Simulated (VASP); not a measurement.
# InSb (e600) (F-43m) in VASP: single point with PBEsol

Aim: the single point of InSb (e600) with PBEsol.

Everything below comes from runs of VASP 6.6.1. Logs are shortened: lines on timing, memory, paths and dates and some standing lists are left out, and cuts for length are marked.

### Step 1. The cell of the first run

Symmetry: F-43m, No. 216, cubic system. The conventional cell has a = 6.520 Å, b = 6.520 Å, c = 6.520 Å, α = 90.00°, β = 90.00°, γ = 90.00°. In (site symmetry -43m) has 4 Sb at 2.82 Å within 3.7 Å. Within 3.7 Å of Sb (site symmetry -43m) lie 4 In at 2.82 Å.

### Step 2. Single point, PBEsol

Contents of INCAR:

```
SYSTEM = InSb
PREC     = Accurate       ! precision mode
ENCUT    = 520            ! plane-wave cutoff, eV
EDIFF    = 1E-7           ! SCF threshold, eV
ISMEAR   = 0              ! smearing method
SIGMA    = 0.1            ! smearing width, eV
LREAL    = .False.        ! projectors in reciprocal space
LASPH    = .True.         ! aspherical terms in the spheres
NELM     = 60             ! most SCF steps
ALGO     = Normal         ! electronic algorithm
ISIF     = 2              ! what is computed and relaxed
LWAVE    = .False.        ! write WAVECAR
LCHARG   = .True.         ! write CHGCAR
GGA      = PS             ! functional
LELF     = .True.         ! ELF
LVHAR    = .True.       
NBANDS   = 16             ! bands
```

Contents of KPOINTS:

```
Automatic mesh
0
Gamma
  12 12 12
  0 0 0
```

Contents of POSCAR:

```
InSb
1.0
    0.0000000000      3.2598198018      3.2598198018
    3.2598198018      0.0000000000      3.2598198018
    3.2598198018      3.2598198018      0.0000000000
In Sb
1 1
Direct
    0.0000000000      0.0000000000      0.0000000000
    0.7500000000      0.7500000000      0.7500000000
```

Potentials or basis: VASP PAW PBE potentials, release 64 (In_d, Sb).

Launch:

```
$ cat potpaw_PBE.64/In_d/POTCAR potpaw_PBE.64/Sb/POTCAR > POTCAR
$ mpirun -np 1 vasp_std > vasp.out
```

OUTCAR:

```text
SYSTEM = InSb
   PREC = Accurate
   ENCUT = 520
   EDIFF = 1E-7
   ISMEAR = 0
   LREAL = .False.
   LASPH = .True.
   NELM = 60
   ISIF = 2
   GGA = PS

 ion  position               nearest neighbor table
   1  0.000  0.000  0.000-   2 2.82   2 2.82   2 2.82   2 2.82
   2  0.750  0.750  0.750-   1 2.82   1 2.82   1 2.82   1 2.82

  LATTYP: Found a face centered cubic cell.
 ALAT       =     6.5196396036

  Lattice vectors:

 A1 = (   0.0000000000,   3.2598198018,   3.2598198018)
 A2 = (   3.2598198018,   0.0000000000,   3.2598198018)
 A3 = (   3.2598198018,   3.2598198018,   0.0000000000)

Analysis of symmetry for initial positions (statically):
=====================================================================
 Subroutine PRICEL returns:
 Original cell was already a primitive cell.

 Routine SETGRP: Setting up the symmetry group for a
 face centered cubic supercell.

 Subroutine GETGRP returns: Found 24 space group operations
 (whereof 24 operations were pure point group operations)
 out of a pool of 48 trial point group operations.

The static configuration has the point symmetry T_d .

Analysis of symmetry for dynamics (positions and initial velocities):
=====================================================================
 Subroutine PRICEL returns:
 Original cell was already a primitive cell.

 Routine SETGRP: Setting up the symmetry group for a
 face centered cubic supercell.

 Subroutine GETGRP returns: Found 24 space group operations
 (whereof 24 operations were pure point group operations)
 out of a pool of 48 trial point group operations.

The dynamic configuration has the point symmetry T_d .

 Subroutine INISYM returns: Found 24 space group operations
 (whereof 24 operations are pure point group operations),
 and found     1 'primitive' translations

----------------------------------------------------------------------------------------

                                     Primitive cell

  volume of cell :      69.2805

  direct lattice vectors                    reciprocal lattice vectors
     0.000000000  3.259819802  3.259819802    -0.153382711  0.153382711  0.153382711
     3.259819802  0.000000000  3.259819802     0.153382711 -0.153382711  0.153382711
     3.259819802  3.259819802  0.000000000     0.153382711  0.153382711 -0.153382711

  length of vectors
     4.610081375  4.610081375  4.610081375     0.265666649  0.265666649  0.265666649

  position of ions in fractional coordinates (direct lattice)
     0.000000000  0.000000000  0.000000000
     0.750000000  0.750000000  0.750000000

  ion indices of the primitive-cell ions
   primitive index   ion index
                 1           1
                 2           2

----------------------------------------------------------------------------------------

 KPOINTS: Automatic mesh

Automatic generation of k-mesh.
 Grid dimensions read from file:
 generate k-points for:   12   12   12

 Generating k-lattice:

  Cartesian coordinates                     Fractional coordinates (reciprocal lattice)
    -0.012781893  0.012781893  0.012781893     0.083333333  0.000000000  0.000000000
     0.012781893 -0.012781893  0.012781893     0.000000000  0.083333333  0.000000000
     0.012781893  0.012781893 -0.012781893     0.000000000  0.000000000  0.083333333

  Length of vectors
     0.022138887  0.022138887  0.022138887

  Shift w.r.t. Gamma in fractional coordinates (k-lattice)
     0.000000000  0.000000000  0.000000000

 Subroutine IBZKPT returns following result:
 ===========================================

 Found     72 irreducible k-points:

 Following reciprocal coordinates:
            Coordinates               Weight
  0.000000  0.000000  0.000000      1.000000
  0.083333  0.000000  0.000000      8.000000
  0.166667  0.000000  0.000000      8.000000
  0.250000  0.000000  0.000000      8.000000
  0.333333  0.000000  0.000000      8.000000
  0.416667  0.000000  0.000000      8.000000
[... 16 lines left out ...]
  0.500000  0.166667  0.000000     24.000000
 -0.416667  0.166667  0.000000     24.000000
 [... further k-points ...]
   k-points           NKPTS =     72   k-points in BZ     NKDIM =     72   number of bands    NBANDS=     16
   number of dos      NEDOS =    301   number of ions     NIONS =      2
   total plane-waves  NPLWV =  46656
   dimension x,y,z NGX =    36 NGY =   36 NGZ =   36
   dimension x,y,z NGXF=    72 NGYF=   72 NGZF=   72
   ions per type =               1   1
   NGX,Y,Z   is equivalent  to a cutoff of  12.98, 12.98, 12.98 a.u.
   NGXF,Y,Z  is equivalent  to a cutoff of  25.96, 25.96, 25.96 a.u.
 SYSTEM =  InSb
   PREC   = accura    normal or accurate (medium, high low for compatibility)
   ISTART =      0    job   : 0-new  1-cont  2-samecut
   ICHARG =      2    charge: 1-file 2-atom 10-const
   ISPIN  =      1    spin polarized calculation?
   LNONCOLLINEAR =      F non collinear calculations
   LSORBIT =      F    spin-orbit coupling
   LASPH  =      T    aspherical Exc in radial PAW
   ENCUT  =  520.0 eV  38.22 Ry    6.18 a.u.   8.57  8.57  8.57*2*pi/ulx,y,z
   NELM   =     60;   NELMIN=  2; NELMDL= -5     # of ELM steps
   EDIFF  = 0.1E-06   stopping-criterion for ELM
   LREAL  =      F    real-space projection
   EDIFFG = 0.1E-05   stopping-criterion for IOM
   NSW    =      0    number of steps for IOM
   IBRION =     -1    ionic relax: 0-MD 1-quasi-New 2-CG
   NFREE  =      0    steps in history (QN), initial steepest desc. (CG)
   ISIF   =      2    stress and relaxation
   ISYM   =      2    0-nonsym 1-usesym 2-fastsym
   POTIM  = 0.5000    time-step for ionic-motion
   TEBEG  =    0.0;   TEEND  =   0.0 temperature during run
   PSTRESS=    0.0 pullay stress
   NELECT =      18.0000    total number of electrons
   NUPDOWN=      -1.0000    fix difference up-down
   EMIN   =  10.00;   EMAX   =-10.00  energy-range for DOS
   EFERMI =   0.00;   METHOD = LEGACY
   ISMEAR =     0;   SIGMA  =   0.10  broadening in eV -4-tet -1-fermi 0-gaus
   EFERMI_NEDOS =   21; number of points for ismear=-14 and -15
   IALGO  =     38    algorithm
   IMIX   =      4    mixing-type and parameters
     AMIX     =   0.40;   BMIX     =  1.00
     AMIX_MAG =   1.60;   BMIX_MAG =  1.00
  volume/ion in A,a.u.               =      34.64       233.76
  Fermi-wavevector in a.u.,A,eV,Ry     =   1.044629  1.974063 14.847354  1.091250
  Thomas-Fermi vector in A             =   2.179390
   LORBIT       =      0    0 simple, 1 ext, 2 COOP (PROOUT), +10 PAW based schemes
   GGA     = PS    functional components
   LHFCALC =     F    Hartree Fock is set to
   AEXX    =    0.0000 exact exchange contribution
   IVDW    =     0    specifies the selected vdW correction
   LEPSILON=     F    determine dielectric tensor
   LRPA    =     F    only Hartree local field effects (RPA)
 non-spin polarized calculation
 Gauss-broadening in eV      SIGMA  =   0.10
  energy-cutoff  :      520.00
  volume of cell :       69.28
 maximum number of plane-waves:      1892
 NGX is ok and might be reduce to    36
   NGX = 17   NGY = 17   NGZ = 17

 number of electron      17.9999994 magnetization

 Free energy of the ion-electron system (eV)
  ---------------------------------------------------
  ext. energy  EPLUGINS =         0.00000000
  ---------------------------------------------------
  free energy    TOTEN  =        -7.70077472 eV

  energy without entropy =       -7.70062746  energy(sigma->0) =       -7.70070109

 E-fermi :   4.8219     XC(G=0):  -8.7893

 val. band max:        4.7657003166   @ k =   0.0000   0.0000   0.0000
 cond. band min:       5.2052850152   @ k =   0.5000   0.0000   0.0000
 fundamental gap:      0.4395846987
 Fermi energy:         4.8219161359

 k-point     1 :       0.0000    0.0000    0.0000
  band No.  band energies     occupation
      1      -9.7350      2.00000
      2      -9.7350      2.00000
      3      -9.7350      2.00000
      4      -9.6535      2.00000
      5      -9.6535      2.00000
      6      -5.8654      2.00000
[... 8 lines left out ...]
     15      13.0124      0.00000
     16      13.0124      0.00000

 k-point     2 :       0.0833    0.0000    0.0000
  band No.  band energies     occupation
      1      -9.7381      2.00000
      2      -9.7336      2.00000
      3      -9.7336      2.00000
      4      -9.6537      2.00000
      5      -9.6537      2.00000
      6      -5.8034      2.00000
[... 8 lines left out ...]
     15      12.4668      0.00000
     16      12.4668      0.00000

 k-point     3 :       0.1667    0.0000    0.0000
  band No.  band energies     occupation
      1      -9.7466      2.00000
      2      -9.7299      2.00000
      3      -9.7299      2.00000
      4      -9.6539      2.00000
      5      -9.6539      2.00000
      6      -5.6223      2.00000
[... 8 lines left out ...]
     15      12.0315      0.00000
     16      12.0315      0.00000

 k-point     4 :       0.2500    0.0000    0.0000
  band No.  band energies     occupation
      1      -9.7580      2.00000
      2      -9.7251      2.00000
      3      -9.7251      2.00000
      4      -9.6537      2.00000
      5      -9.6537      2.00000
      6      -5.3394      2.00000
[... 8 lines left out ...]
     15      12.0002      0.00000
     16      12.0002      0.00000

 k-point     5 :       0.3333    0.0000    0.0000
  band No.  band energies     occupation
      1      -9.7693      2.00000
      2      -9.7208      2.00000
      3      -9.7208      2.00000
      4      -9.6531      2.00000
      5      -9.6531      2.00000
      6      -4.9950      2.00000
[... 8 lines left out ...]
     15      12.4377      0.00000
     16      12.4377      0.00000

 k-point     6 :       0.4167    0.0000    0.0000
  band No.  band energies     occupation
      1      -9.7775      2.00000
      2      -9.7181      2.00000
      3      -9.7181      2.00000
      4      -9.6523      2.00000
      5      -9.6523      2.00000
      6      -4.6771      2.00000
[... 8 lines left out ...]
     15      13.2246      0.00000
     16      13.2246      0.00000

 k-point     7 :       0.5000    0.0000    0.0000
  band No.  band energies     occupation
      1      -9.7805      2.00000
      2      -9.7171      2.00000
      3      -9.7171      2.00000
      4      -9.6519      2.00000
      5      -9.6519      2.00000
      6      -4.5379      2.00000
[... 8 lines left out ...]
     15      13.8640      0.00000
     16      13.8640      0.00000

 k-point     8 :       0.0833    0.0833    0.0000
  band No.  band energies     occupation
      1      -9.7407      2.00000
      2      -9.7323      2.00000
      3      -9.7323      2.00000
      4      -9.6545      2.00000
      5      -9.6530      2.00000
      6      -5.7827      2.00000
[... 8 lines left out ...]
     15      11.8470      0.00000
     16      13.0823      0.00000

 k-point     9 :       0.1667    0.0833    0.0000
  band No.  band energies     occupation
      1      -9.7480      2.00000
      2      -9.7292      2.00000
      3      -9.7286      2.00000
      4      -9.6555      2.00000
      5      -9.6525      2.00000
      6      -5.6410      2.00000
[... 8 lines left out ...]
     15      11.5850      0.00000
     16      12.7305      0.00000
[... 172 lines left out ...]
 k-point    19 :       0.1667    0.1667    0.0000
  band No.  band energies     occupation
      1      -9.7559      2.00000
      2      -9.7248      2.00000
      3      -9.7248      2.00000
      4      -9.6574      2.00000
      5      -9.6514      2.00000
      6      -5.5398      2.00000
[... 8 lines left out ...]
     15      11.9936      0.00000
     16      13.2912      0.00000

 k-point    20 :       0.2500    0.1667    0.0000
  band No.  band energies     occupation
      1      -9.7655      2.00000
      2      -9.7204      2.00000
      3      -9.7197      2.00000
      4      -9.6590      2.00000
      5      -9.6505      2.00000
      6      -5.3274      2.00000
[... 8 lines left out ...]
     15      12.6927      0.00000
     16      13.2152      0.00000

 k-point    21 :       0.3333    0.1667    0.0000
  band No.  band energies     occupation
      1      -9.7748      2.00000
      2      -9.7168      2.00000
      3      -9.7150      2.00000
      4      -9.6597      2.00000
      5      -9.6499      2.00000
      6      -5.0272      2.00000
[... 8 lines left out ...]
     15      12.9645      0.00000
     16      13.3869      0.00000

 k-point    22 :       0.4167    0.1667    0.0000
  band No.  band energies     occupation
      1      -9.7822      2.00000
      2      -9.7145      2.00000
      3      -9.7118      2.00000
      4      -9.6589      2.00000
      5      -9.6499      2.00000
      6      -4.6919      2.00000
[... 8 lines left out ...]
     15      13.2415      0.00000
     16      13.9375      0.00000

 k-point    23 :       0.5000    0.1667    0.0000
  band No.  band energies     occupation
      1      -9.7861      2.00000
      2      -9.7133      2.00000
      3      -9.7106      2.00000
      4      -9.6571      2.00000
      5      -9.6507      2.00000
      6      -4.4293      2.00000
[... 8 lines left out ...]
     15      13.6222      0.00000
     16      13.9611      0.00000

 k-point    24 :      -0.4167    0.1667    0.0000
  band No.  band energies     occupation
      1      -9.7857      2.00000
      2      -9.7133      2.00000
      3      -9.7115      2.00000
      4      -9.6550      2.00000
      5      -9.6525      2.00000
      6      -4.3879      2.00000
[... 8 lines left out ...]
     15      12.9405      0.00000
     16      13.1998      0.00000

 [... further k-points ...]
[... 5 lines left out ...]
  --------------------------------------------------------------------------------------
  -------------------------------------------------------------------------------------
  Total        0.0000485      0.0000485      0.0000485      0.0000000      0.0000000     -0.0000000
  in kB        0.0011222      0.0011222      0.0011222      0.0000000      0.0000000     -0.0000000
  external PRESSURE =       0.0011222 kB  Pullay stress =       0.0000000 kB

 VOLUME and BASIS-vectors are now :
 -----------------------------------------------------------------------------
  energy-cutoff  :      520.00
  volume of cell :       69.28
      direct lattice vectors                 reciprocal lattice vectors
     0.000000000  3.259819802  3.259819802    -0.153382711  0.153382711  0.153382711
     3.259819802  0.000000000  3.259819802     0.153382711 -0.153382711  0.153382711
     3.259819802  3.259819802  0.000000000     0.153382711  0.153382711 -0.153382711

 POSITION                                       TOTAL-FORCE (eV/Angst)
 -----------------------------------------------------------------------------------
      0.00000      0.00000      0.00000         0.000000      0.000000      0.000000
      4.88973      4.88973      4.88973        -0.000000     -0.000000     -0.000000
 -----------------------------------------------------------------------------------
    total drift:                                0.000000      0.000000      0.000000

  FREE ENERGIE OF THE ION-ELECTRON SYSTEM (eV)
  ---------------------------------------------------
  free  energy   TOTEN  =        -7.7007747157 eV

  energy  without entropy=       -7.7006274585  energy(sigma->0) =       -7.70070109
```

It took 39 s on 1 thread of AMD EPYC 9R45 (Zen 5), shared host; peak memory 0.22 GiB.

What came out:

```
Free energy            : -7.7008 eV
Pressure               : 0.0 GPa
Band gap on the k mesh : zero (filled and empty bands touch)
```

Levels at points of the mesh, in eV from the Fermi level:
```tsv
k point	band 6	band 7	band 8	band 9	band 10	band 11	band 12	band 13
(0.00, 0.00, 0.00)	-10.69	-0.42	-0.06	-0.06	-0.06	2.88	2.88	2.88
(0.50, 0.00, 0.00)	-9.36	-5.63	-1.04	-1.04	0.38	3.72	3.72	5.91
(0.50, 0.50, 0.00)	-8.77	-5.93	-2.27	-2.27	1.22	1.23	7.96	7.96
```

Caveat: the PAW data sets were made with another functional, which shifts forces and pressure a little; spin-orbit coupling is left out, which moves the levels of the heavy elements.
